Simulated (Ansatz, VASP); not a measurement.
**Two plane-wave programs on Zn**

```xyz
3
Lattice="1.3995 0.8080 6.2756 -1.3995 0.8080 6.2756 0.0000 -1.6160 6.2756" Properties=species:S:1:pos:R:3 pbc="T T T"
Zn    0.0000    0.0000    0.0000
Zn    0.0000    0.0000    4.1807
Zn    0.0000    0.0000   14.6463
```

Alike in both runs: functional r2SCAN; k mesh 9 × 9 × 9; occupations gaussian, width 0.1 eV; no spin polarisation.

Ansatz relaxed the structure, and its values are those at the end. VASP's run is a single point on that final structure, the one shown.

|  | VASP | Ansatz |
| --- | --- | --- |
| version | VASP 6.6.1 | Ansatz 0.2.0 |
| potentials or method | VASP PAW PBE potentials, release 64 (Zn), cutoff 520 eV | scalar-relativistic, plane waves, PAW |
| valence electrons in the cell | 36 | 36 |

|  | VASP | Ansatz | Ansatz less VASP |
| --- | --- | --- | --- |
| gap on the k mesh at the Fermi level (eV) | none | none | - |
| pressure (GPa) | 0.3 | -0.1 | -0.40 |

VASP's potentials were made for PBE, not for r2SCAN. A gap of «none» marks a metal or a gap that the smearing closes.
